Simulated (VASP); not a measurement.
Write the native input for VASP 6.6.1 that does the following.

```
Task                   : relaxation of cell and atoms
Functional             : PBE
Potentials or basis    : VASP PAW PBE potentials, release 64 (Ag)
Cutoff                 : 500 eV
k mesh                 : 8 × 8 × 8
Occupations            : fermi-dirac, width 0.05 eV
Spin                   : no spin polarisation
Target pressure        : 15 GPa
Dipole correction      : no
Further INCAR settings : ALGO = Normal; EDIFF = 1e-07; IBRION = 2; EDIFFG = -0.03; NSW = 80; ISIF = 3
```

The structure of Ag lies in POSCAR:

```
Ag
1.0
    0.0000000000      2.8100000000      2.8100000000
    2.8100000000      0.0000000000      2.8100000000
    2.8100000000      2.8100000000      0.0000000000
Ag
2
Direct
    1.0000000000      1.0000000000      1.0000000000
    0.2500000000      0.2500000000      0.2500000000
```

This isn't the form of Ag at room conditions, which is fcc.

One way to write it, as run:

INCAR

```
SYSTEM = Ag
PREC = Accurate
ENCUT = 500
EDIFF = 1E-7
ISMEAR = -1
SIGMA = 0.05
LREAL = .FALSE.
LASPH = .TRUE.
NELM = 120
ALGO = Normal
ISIF = 3
LWAVE = .FALSE.
LCHARG = .FALSE.
GGA = PE
IBRION = 2
NSW = 80
EDIFFG = -0.03
PSTRESS = 150.0
GGA_COMPAT = .FALSE.
NELMIN = 4
```

KPOINTS

```
Automatic mesh
0
G
  8 8 8
  0 0 0
```

Potentials or basis: VASP PAW PBE potentials, release 64 (Ag).

Command:

```console
$ cat potpaw_PBE.64/Ag/POTCAR > POTCAR
$ mpirun -np 1 vasp_std > vasp.out
```

It gave:

```yaml
Relaxed_volume: 23.40 Å³/atom
Relaxed_cell: a = 4.045 Å, b = 4.045 Å, c = 4.045 Å, α = 60.00°, β = 60.00°, γ = 60.00°
Space_group_after_relaxing_to_0.1_Å: Fd-3m (No. 227)
Energy_change_on_relaxing_the_run_minimises_the_enthalpy: -134.5 meV/atom
Ionic_steps: 3
Pressure_after_relaxing: 14.9 GPa
Band_gap_on_the_k_mesh: zero (bands 11 and 12 overlap by 1.39 eV)
```

Caveat: the cell is relaxed towards a set pressure, so the run minimises the enthalpy, not the energy.

Wall time 30 s on 1 thread of Intel(R) Xeon(R) Platinum 8488C (Sapphire Rapids), with other jobs on the host, peak memory 0.17 GiB.
